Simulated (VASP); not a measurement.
NbAl2C2: single point with PBE

NbAl2C2:

```
Al Nb C
1.0
     4.39411    0.00000    0.00000
    -2.19705    3.80541    0.00000
     0.00000    0.00000    5.41770
Al Nb C
2 1 2
Direct
  0.33333 0.66667 0.00000
  0.66667 0.33333 0.00000
  0.00000 0.00000 0.50000
  0.00000 0.00000 0.87439
  0.00000 0.00000 0.12561
```

The cell was built from a structure type or drawn by symmetry, and may not be a known phase.

```yaml
Program: VASP 6.6.1
Task: single point
Functional: PBE
Potentials_or_basis: VASP PAW PBE potentials, release 64 (Al, Nb_sv, C)
Cutoff: 520 eV
k_mesh: 12 × 12 × 8
Occupations: gaussian, width 0.1 eV
Spin: no spin polarisation
Dipole_correction: no
Further_INCAR_settings: ALGO = Normal; EDIFF = 1e-06; NBANDS = 22
```

```
Pressure               : -0.1 GPa
Largest force          : 0.075 eV/Å
Band gap on the k mesh : zero (an odd number of electrons rules out a gap without spin polarisation)
```

Forces in eV/Å, atoms in the order of the input:
```
Al   0.000  0.000  0.000
Al   0.000  0.000  0.000
Nb   0.000  0.000  0.000
C    0.000  0.000 -0.075
C    0.000  0.000  0.075
```

Stress tensor (GPa, compression positive):
```
-0.10  0.00  0.00
 0.00 -0.10  0.00
 0.00  0.00  0.02
```

Levels at points of the mesh, in eV from the Fermi level:
```csv
k point,band 9,band 10,band 11,band 12,band 13,band 14,band 15,band 16,band 17,band 18
"(0.00, 0.00, 0.00)",-4.84,-4.67,-1.22,-1.22,-0.97,-0.83,-0.83,0.98,0.98,1.23
"(0.50, 0.00, 0.00)",-5.54,-3.54,-2.86,-1.51,-0.03,0.48,0.80,1.57,2.39,2.73
"(0.00, 0.00, 0.50)",-5.21,-2.81,-1.61,-0.11,-0.11,-0.05,-0.05,1.45,1.45,1.64
"(0.50, 0.00, 0.50)",-3.82,-2.25,-1.82,-1.36,0.09,0.82,0.87,1.13,1.26,1.49
```

Run time: 7.1 min on 1 thread of AMD EPYC 7R13 (shared host), peak memory 0.31 GiB.
